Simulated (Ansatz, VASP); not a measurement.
## YSi6 in VASP and in Ansatz

File INCAR:

```
SYSTEM = YSi6
ALGO = Normal
EDIFF = 1E-6
ENCUT = 520
GGA = PE
ISIF = 2
ISMEAR = -1
LASPH = .TRUE.
LCHARG = .FALSE.
LREAL = .FALSE.
LWAVE = .FALSE.
NBANDS = 48
NELM = 80
PREC = Accurate
SIGMA = 0.1
```

Contents of KPOINTS:

```
k-points
0
G
  6 6 5
  0 0 0
```

The input POSCAR:

```
YSi6
1.0
    5.7540610000      0.0000000000      0.0000000000
    0.0000000000      5.7540610000      0.0000000000
    0.0000000000      0.0000000000      7.3040880000
Si Y
12 2
Direct
    0.0000000000      0.0000000000      0.1610000000
    0.0000000000      0.0000000000      0.8390000000
    0.5000000000      0.5000000000      0.8390000000
    0.5000000000      0.5000000000      0.1610000000
    0.6859000000      0.1859000000      0.3480000000
    0.8141000000      0.6859000000      0.3480000000
    0.3141000000      0.8141000000      0.3480000000
    0.1859000000      0.3141000000      0.3480000000
    0.6859000000      0.8141000000      0.6520000000
    0.8141000000      0.3141000000      0.6520000000
    0.3141000000      0.1859000000      0.6520000000
    0.1859000000      0.6859000000      0.6520000000
    0.0000000000      0.5000000000      0.0000000000
    0.5000000000      0.0000000000      0.0000000000
```

Input for Ansatz:

```yaml
crystal:
  lattice:
    - [5.754061, 0.0, 0.0]
    - [0.0, 5.754061, 0.0]
    - [0.0, 0.0, 7.304088]
  atoms:
    - { symbol: Si, position: [0.0, 0.0, 0.161] }
    - { symbol: Si, position: [0.0, 0.0, 0.839] }
    - { symbol: Si, position: [0.5, 0.5, 0.839] }
    - { symbol: Si, position: [0.5, 0.5, 0.161] }
    - { symbol: Si, position: [0.6859, 0.1859, 0.348] }
    - { symbol: Si, position: [0.8141, 0.6859, 0.348] }
    - { symbol: Si, position: [0.3141, 0.8141, 0.348] }
    - { symbol: Si, position: [0.1859, 0.3141, 0.348] }
    - { symbol: Si, position: [0.6859, 0.8141, 0.652] }
    - { symbol: Si, position: [0.8141, 0.3141, 0.652] }
    - { symbol: Si, position: [0.3141, 0.1859, 0.652] }
    - { symbol: Si, position: [0.1859, 0.6859, 0.652] }
    - { symbol: "Y", position: [0.0, 0.5, 0.0] }
    - { symbol: "Y", position: [0.5, 0.0, 0.0] }
  symmetry: { tolerance: 0.0003 }
kpoints:
  mp_grid: { grid: [6, 6, 5], shift: [0, 0, 0] }
  band_path:
    path:
      - [0.0, 0.0, 0.0]
      - [0.0, 0.5, 0.0]
      - [0.5, 0.5, 0.0]
      - [0.0, 0.0, 0.0]
      - [0.0, 0.0, 0.5]
      - [0.0, 0.5, 0.5]
      - [0.5, 0.5, 0.5]
      - [0.0, 0.0, 0.5]
      - [0.0, 0.5, 0.0]
      - [0.0, 0.5, 0.5]
      - [0.5, 0.5, 0.0]
    npoints: 7
magnetization:
  spin_polarized: false
scf:
  occupations: { method: fermi_dirac }
  lower_state_search: "off"
  max_iter: 200
hamiltonian:
  pseudopotentials: { kind: paw }
  xc: pbe
basis:
  ecutwfc: 420
  fft_grid_basis: typed
output:
  forces: true
  stress: true
  eigenvalues: true
  bader: true
  populations: true
  elf: true
  write_potential: true
  volumetric_format: npy
  dos:
    e_range: [-12, 8]
    de: 0.05
    projected: { site_lists: { Si: [Si], "Y": ["Y"] } }
checkpoint:
  read: saved_state
```

Alike in both runs: task single point; functional PBE; k mesh 6 × 6 × 5; no spin polarisation.

|  | VASP | Ansatz |
| --- | --- | --- |
| version | VASP 6.6.1 | Ansatz 0.2.0 |
| potentials or method | VASP PAW PBE potentials, release 64 (Si, Y_sv), cutoff 520 eV | PAW plane waves |
| occupations | fermi-dirac, width 0.1 eV | fermi-dirac |
| valence electrons in the cell | 70 | 70 |

VASP gave:

```
pressure (GPa)                                                : 0.3
traceless stress, the component that is largest in VASP (GPa) : 1.95
rms of the force components (eV/Å)                            : 0.220
```

**Question.** What did Ansatz give for the same quantities?

**Answer.** Pressure (GPa): 0.4; traceless stress, the component that is largest in VASP (GPa): 1.98; rms of the force components (eV/Å): 0.220.

Atom by atom the forces differ by 0.001 eV/Å (rms over components).
